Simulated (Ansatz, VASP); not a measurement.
One calculation of CdSe, two programs

```
Cd Se
1.0
     0.00000    3.00397    3.00397
     3.00397    0.00000    3.00397
     3.00397    3.00397    0.00000
Cd Se
1 1
Direct
  0.00000 0.00000 0.00000
  0.25000 0.25000 0.25000
```

Alike in both runs: functional LDA; k mesh 10 × 10 × 10; occupations gaussian, width 0.01 eV; no spin polarisation.

Ansatz relaxed the structure, and its values are those at the end. VASP's run is a single point on that final structure, the one shown.

|  | VASP | Ansatz |
| --- | --- | --- |
| version | VASP 6.6.1 | Ansatz 0.2.0 |
| potentials or method | VASP PAW LDA potentials, release 64 (Cd, Se), cutoff 520 eV | scalar-relativistic, plane waves, PAW |
| valence electrons in the cell | 18 | 36 |

```csv
,VASP,Ansatz,Ansatz less VASP
gap on the k mesh at the Fermi level (eV),0.44,0.41,-0.033
least direct gap on the mesh (eV),0.44,0.41,-0.033
pressure (GPa),0.5,0.0,-0.49
```

Ansatz warns that its potentials were made for another functional, while VASP's fit it. LDA's correlation is that of Perdew and Zunger in VASP and of Perdew and Wang (1992) in Ansatz. VASP's potentials hold 18 valence electrons a cell and Ansatz's 36, so a difference there can come from the potentials and not from the codes.
